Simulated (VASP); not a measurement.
# AgPt3 in VASP: notebook

AgPt3 is run at these levels: LDA; tasks: electric field gradients.

Everything below comes from runs of VASP 6.6.1. Logs are shortened: lines on timing, memory, paths and dates and some standing lists are left out, and cuts for length are marked.

## (1) The cell of the first run

The structure is cubic, space group Pm-3m (No. 221). The conventional cell has a = 3.900 Å, b = 3.900 Å, c = 3.900 Å, α = 90.00°, β = 90.00°, γ = 90.00°. Ag (site symmetry m-3m) has 12 Pt at 2.76 Å within 3.6 Å. Pt (site symmetry 4/mmm) has 4 Ag at 2.76 Å and 8 Pt at 2.76 Å within 3.6 Å.

## (2) Electric field gradients, LDA

File INCAR:

```
PREC     = Accurate       # precision mode
ENCUT    = 520            # plane-wave cutoff, eV
EDIFF    = 1E-8           # SCF threshold, eV
ISMEAR   = -1             # smearing method
SIGMA    = 0.08           # smearing width, eV
LREAL    = False          # projectors in reciprocal space
LASPH    = True           # aspherical terms in the spheres
NELM     = 80             # most SCF steps
ALGO     = Normal         # electronic algorithm
ISIF     = 2              # what is computed and relaxed
LWAVE    = False          # write WAVECAR
LCHARG   = False          # write CHGCAR
GGA      = CA             # functional
LEFG     = True         
NBANDS   = 28             # bands
```

File KPOINTS:

```
Automatic mesh
0
Gamma
  9 9 9
```

File POSCAR:

```
AgPt3
1.0
    3.9000000000      0.0000000000      0.0000000000
    0.0000000000      3.9000000000      0.0000000000
    0.0000000000      0.0000000000      3.9000000000
Ag Pt
1 3
Direct
    0.0000000000      0.0000000000      0.0000000000
    0.0000000000      0.5000000000      0.5000000000
    0.5000000000      0.0000000000      0.5000000000
    0.5000000000      0.5000000000      0.0000000000
```

Potentials or basis: VASP PAW LDA potentials, release 64 (Ag, Pt).

Command:

```console
$ cat potpaw_LDA.64/Ag/POTCAR potpaw_LDA.64/Pt/POTCAR > POTCAR
$ mpirun -np 1 vasp_std > vasp.out
```

OUTCAR:

```text
PREC = Accurate
   ENCUT = 520
   EDIFF = 1E-8
   ISMEAR = -1
   LREAL = False
   LASPH = True
   NELM = 80
   ISIF = 2
   GGA = CA

 ion  position               nearest neighbor table
   1  0.000  0.000  0.000-   2 2.76   3 2.76   4 2.76   2 2.76   3 2.76   2 2.76   4 2.76   2 2.76
                             3 2.76   4 2.76   3 2.76   4 2.76
   2  0.000  0.500  0.500-   1 2.76   3 2.76   4 2.76   1 2.76   4 2.76   1 2.76   3 2.76   1 2.76
                             3 2.76   4 2.76   4 2.76   3 2.76
   3  0.500  0.000  0.500-   1 2.76   2 2.76   4 2.76   1 2.76   4 2.76   2 2.76   4 2.76   4 2.76
                             1 2.76   2 2.76   1 2.76   2 2.76
   4  0.500  0.500  0.000-   1 2.76   2 2.76   3 2.76   2 2.76   3 2.76   1 2.76   3 2.76   3 2.76
                             1 2.76   2 2.76   2 2.76   1 2.76

  LATTYP: Found a simple cubic cell.
 ALAT       =     3.9000000000

  Lattice vectors:

 A1 = (   3.9000000000,   0.0000000000,   0.0000000000)
 A2 = (   0.0000000000,   3.9000000000,   0.0000000000)
 A3 = (   0.0000000000,   0.0000000000,   3.9000000000)

Analysis of symmetry for initial positions (statically):
=====================================================================
 Subroutine PRICEL returns:
 Original cell was already a primitive cell.

 Routine SETGRP: Setting up the symmetry group for a
 simple cubic supercell.

 Subroutine GETGRP returns: Found 48 space group operations
 (whereof 48 operations were pure point group operations)
 out of a pool of 48 trial point group operations.

The static configuration has the point symmetry O_h .

Analysis of symmetry for dynamics (positions and initial velocities):
=====================================================================
 Subroutine PRICEL returns:
 Original cell was already a primitive cell.

 Routine SETGRP: Setting up the symmetry group for a
 simple cubic supercell.

 Subroutine GETGRP returns: Found 48 space group operations
 (whereof 48 operations were pure point group operations)
 out of a pool of 48 trial point group operations.

The dynamic configuration has the point symmetry O_h .

 Subroutine INISYM returns: Found 48 space group operations
 (whereof 48 operations are pure point group operations),
 and found     1 'primitive' translations

----------------------------------------------------------------------------------------

                                     Primitive cell

  volume of cell :      59.3190

  direct lattice vectors                    reciprocal lattice vectors
     3.900000000  0.000000000  0.000000000     0.256410256  0.000000000  0.000000000
     0.000000000  3.900000000  0.000000000     0.000000000  0.256410256  0.000000000
     0.000000000  0.000000000  3.900000000     0.000000000  0.000000000  0.256410256

  length of vectors
     3.900000000  3.900000000  3.900000000     0.256410256  0.256410256  0.256410256

  position of ions in fractional coordinates (direct lattice)
     0.000000000  0.000000000  0.000000000
     0.000000000  0.500000000  0.500000000
     0.500000000  0.000000000  0.500000000
     0.500000000  0.500000000  0.000000000

  ion indices of the primitive-cell ions
   primitive index   ion index
                 1           1
                 2           2
                 3           3
                 4           4

----------------------------------------------------------------------------------------

 KPOINTS: Automatic mesh

Automatic generation of k-mesh.
 Grid dimensions read from file:
 generate k-points for:    9    9    9

 Generating k-lattice:

  Cartesian coordinates                     Fractional coordinates (reciprocal lattice)
     0.028490028  0.000000000  0.000000000     0.111111111  0.000000000  0.000000000
     0.000000000  0.028490028  0.000000000     0.000000000  0.111111111  0.000000000
     0.000000000  0.000000000  0.028490028     0.000000000  0.000000000  0.111111111

  Length of vectors
     0.028490028  0.028490028  0.028490028

  Shift w.r.t. Gamma in fractional coordinates (k-lattice)
     0.000000000  0.000000000  0.000000000

 Subroutine IBZKPT returns following result:
 ===========================================

 Found     35 irreducible k-points:

 Following reciprocal coordinates:
            Coordinates               Weight
  0.000000  0.000000  0.000000      1.000000
  0.111111  0.000000  0.000000      6.000000
  0.222222  0.000000  0.000000      6.000000
  0.333333  0.000000  0.000000      6.000000
  0.444444  0.000000  0.000000      6.000000
  0.111111  0.111111  0.000000     12.000000
[... 16 lines left out ...]
  0.333333  0.333333  0.111111     24.000000
  0.444444  0.333333  0.111111     48.000000
 [... further k-points ...]
   k-points           NKPTS =     35   k-points in BZ     NKDIM =     35   number of bands    NBANDS=     28
   number of dos      NEDOS =    301   number of ions     NIONS =      4
   total plane-waves  NPLWV =  27000
   dimension x,y,z NGX =    30 NGY =   30 NGZ =   30
   dimension x,y,z NGXF=    60 NGYF=   60 NGZF=   60
   ions per type =               1   3
   NGX,Y,Z   is equivalent  to a cutoff of  12.79, 12.79, 12.79 a.u.
   NGXF,Y,Z  is equivalent  to a cutoff of  25.58, 25.58, 25.58 a.u.
 SYSTEM =  unknown system
   PREC   = accura    normal or accurate (medium, high low for compatibility)
   ISTART =      0    job   : 0-new  1-cont  2-samecut
   ICHARG =      2    charge: 1-file 2-atom 10-const
   ISPIN  =      1    spin polarized calculation?
   LNONCOLLINEAR =      F non collinear calculations
   LSORBIT =      F    spin-orbit coupling
   LASPH  =      T    aspherical Exc in radial PAW
   ENCUT  =  520.0 eV  38.22 Ry    6.18 a.u.   7.25  7.25  7.25*2*pi/ulx,y,z
   NELM   =     80;   NELMIN=  2; NELMDL= -5     # of ELM steps
   EDIFF  = 0.1E-07   stopping-criterion for ELM
   LREAL  =      F    real-space projection
   EDIFFG = 0.1E-06   stopping-criterion for IOM
   NSW    =      0    number of steps for IOM
   IBRION =     -1    ionic relax: 0-MD 1-quasi-New 2-CG
   NFREE  =      0    steps in history (QN), initial steepest desc. (CG)
   ISIF   =      2    stress and relaxation
   ISYM   =      2    0-nonsym 1-usesym 2-fastsym
   POTIM  = 0.5000    time-step for ionic-motion
   TEBEG  =    0.0;   TEEND  =   0.0 temperature during run
   PSTRESS=    0.0 pullay stress
   NELECT =      41.0000    total number of electrons
   NUPDOWN=      -1.0000    fix difference up-down
   EMIN   =  10.00;   EMAX   =-10.00  energy-range for DOS
   EFERMI =   0.00;   METHOD = LEGACY
   ISMEAR =    -1;   SIGMA  =   0.08  broadening in eV -4-tet -1-fermi 0-gaus
   EFERMI_NEDOS =   21; number of points for ismear=-14 and -15
   IALGO  =     38    algorithm
   IMIX   =      4    mixing-type and parameters
     AMIX     =   0.40;   BMIX     =  1.00
     AMIX_MAG =   1.60;   BMIX_MAG =  1.00
  volume/ion in A,a.u.               =      14.83       100.08
  Fermi-wavevector in a.u.,A,eV,Ry     =   1.447454  2.735292 28.505890  2.095124
  Thomas-Fermi vector in A             =   2.565407
   LORBIT       =      0    0 simple, 1 ext, 2 COOP (PROOUT), +10 PAW based schemes
   GGA     = CA    functional components
   LHFCALC =     F    Hartree Fock is set to
   AEXX    =    0.0000 exact exchange contribution
   IVDW    =     0    specifies the selected vdW correction
   LEPSILON=     F    determine dielectric tensor
   LRPA    =     F    only Hartree local field effects (RPA)
 non-spin polarized calculation
  energy-cutoff  :      520.00
  volume of cell :       59.32
 maximum number of plane-waves:      1614
 NGX is ok and might be reduce to    30
   NGX = 15   NGY = 15   NGZ = 15

 number of electron      41.0000008 magnetization

 Free energy of the ion-electron system (eV)
  ---------------------------------------------------
  ext. energy  EPLUGINS =         0.00000000
  ---------------------------------------------------
  free energy    TOTEN  =       -26.24814178 eV

  energy without entropy =      -26.17846266  energy(sigma->0) =      -26.21330222

 E-fermi :  10.8677     XC(G=0): -13.6947

 val. band max:       10.8205085488   @ k =   0.4444   0.3333   0.2222
 cond. band min:      10.8746485948   @ k =   0.4444   0.4444   0.3333
 fundamental gap:      0.0541400460
 Fermi energy:        10.8677075116

 k-point     1 :       0.0000    0.0000    0.0000
  band No.  band energies     occupation
      1       1.0669      2.00000
      2       3.8062      2.00000
      3       3.8062      2.00000
      4       3.9830      2.00000
      5       4.2270      2.00000
      6       4.2270      2.00000
[... 20 lines left out ...]
     27      21.0777      0.00000
     28      22.2409      0.00000

 k-point     2 :       0.1111    0.0000    0.0000
  band No.  band energies     occupation
      1       1.2298      2.00000
      2       3.8817      2.00000
      3       3.9155      2.00000
      4       4.0896      2.00000
      5       4.2896      2.00000
      6       4.3233      2.00000
[... 20 lines left out ...]
     27      21.4542      0.00000
     28      22.2656      0.00000

 k-point     3 :       0.2222    0.0000    0.0000
  band No.  band energies     occupation
      1       1.7040      2.00000
      2       4.0641      2.00000
      3       4.2175      2.00000
      4       4.4011      2.00000
      5       4.4725      2.00000
      6       4.6091      2.00000
[... 616 lines left out ...]
      3       4.7963      2.00000
      4       5.1778      2.00000
      5       5.6135      2.00000
      6       5.6498      2.00000
[... 20 lines left out ...]
     27      20.6948      0.00000
     28      22.4799      0.00000

 k-point    24 :       0.4444    0.3333    0.1111
  band No.  band energies     occupation
      1       4.0581      2.00000
      2       4.6266      2.00000
      3       4.9762      2.00000
      4       5.4222      2.00000
      5       5.6836      2.00000
      6       5.9213      2.00000
[... 20 lines left out ...]
     27      21.7589      0.00000
     28      22.8840      0.00000

 [... further k-points ...]

------------------------ aborting loop because EDIFF is reached ----------------------------------------

  FORCE on cell =-STRESS in cart. coord.  units (eV):
  Direction    XX          YY          ZZ          XY          YZ          ZX
  --------------------------------------------------------------------------------------
  -------------------------------------------------------------------------------------
  Total        1.0750881      1.0750881      1.0750881      0.0000000      0.0000000     -0.0000000
  in kB       29.0376077     29.0376077     29.0376077      0.0000000      0.0000000     -0.0000000
  external PRESSURE =      29.0376077 kB  Pullay stress =       0.0000000 kB

 VOLUME and BASIS-vectors are now :
 -----------------------------------------------------------------------------
  energy-cutoff  :      520.00
  volume of cell :       59.32
      direct lattice vectors                 reciprocal lattice vectors
     3.900000000  0.000000000  0.000000000     0.256410256  0.000000000  0.000000000
     0.000000000  3.900000000  0.000000000     0.000000000  0.256410256  0.000000000
     0.000000000  0.000000000  3.900000000     0.000000000  0.000000000  0.256410256

 POSITION                                       TOTAL-FORCE (eV/Angst)
 -----------------------------------------------------------------------------------
      0.00000      0.00000      0.00000         0.000000      0.000000      0.000000
      0.00000      1.95000      1.95000         0.000000      0.000000      0.000000
      1.95000      0.00000      1.95000         0.000000      0.000000      0.000000
      1.95000      1.95000      0.00000         0.000000      0.000000      0.000000
 -----------------------------------------------------------------------------------
    total drift:                                0.000000      0.000000     -0.000000

  FREE ENERGIE OF THE ION-ELECTRON SYSTEM (eV)
  ---------------------------------------------------
  free  energy   TOTEN  =       -26.2481417842 eV

  energy  without entropy=      -26.1784626564  energy(sigma->0) =      -26.21330222

 Electric field gradients (V/A^2)
---------------------------------------------------------------------
 ion       V_xx      V_yy      V_zz      V_xy      V_xz      V_yz
---------------------------------------------------------------------
   1      -0.000    -0.000     0.000    -0.000    -0.000    -0.000
   2     -15.556     7.778     7.778    -0.000    -0.000     0.000
   3       7.778   -15.556     7.778     0.000    -0.000     0.000
   4       7.778     7.778   -15.556    -0.000    -0.000     0.000
---------------------------------------------------------------------

 Electric field gradients after diagonalization (V/A^2)
 (convention: |V_zz| > |V_xx| > |V_yy|)
----------------------------------------------------------------------
 ion       V_xx      V_yy      V_zz     asymmetry (V_yy - V_xx)/ V_zz
----------------------------------------------------------------------
   1       0.000    -0.000    -0.000       1.179
   2       7.778     7.778   -15.556       0.000
   3       7.778     7.778   -15.556       0.000
   4       7.778     7.778   -15.556       0.000
----------------------------------------------------------------------

           NMR quadrupolar parameters

 Cq : quadrupolar parameter    Cq=e*Q*V_zz/h
 eta: asymmetry parameters     (V_yy - V_xx)/ V_zz
 Q  : nuclear electric quadrupole moment in mb (millibarn)
----------------------------------------------------------------------
 ion       Cq(MHz)       eta       Q (mb)
----------------------------------------------------------------------
   1      -0.000       1.179       1.000
   2      -0.038       0.000       1.000
   3      -0.038       0.000       1.000
   4      -0.038       0.000       1.000
----------------------------------------------------------------------
```

Wall time 80 s (1 thread of Intel Xeon 8259CL, shared host); peak memory 0.18 GiB.

What came out:

* Free energy: -26.2481 eV
* Pressure: 2.9 GPa
* Band gap on the k mesh: zero (an odd number of electrons rules out a gap without spin polarisation)
* Largest electric field gradient by atom: Ag +0.0; Pt -15.6 V/Å²

Electric field gradients, principal values (V/Å²):
| atom | least | middle | greatest (by size) |
| --- | --- | --- | --- |
| 1 Ag | 0.000 | 0.000 | 0.000 |
| 2 Pt | 7.778 | 7.778 | -15.556 |
| 3 Pt | 7.778 | 7.778 | -15.556 |
| 4 Pt | 7.778 | 7.778 | -15.556 |

Caveat: without QUAD_EFG the Cq values of the log hold for a quadrupole moment of 1 mb, not for the nuclei; spin-orbit coupling is left out, which moves the levels of the heavy elements.

(Part 1 of 4 ends here.)
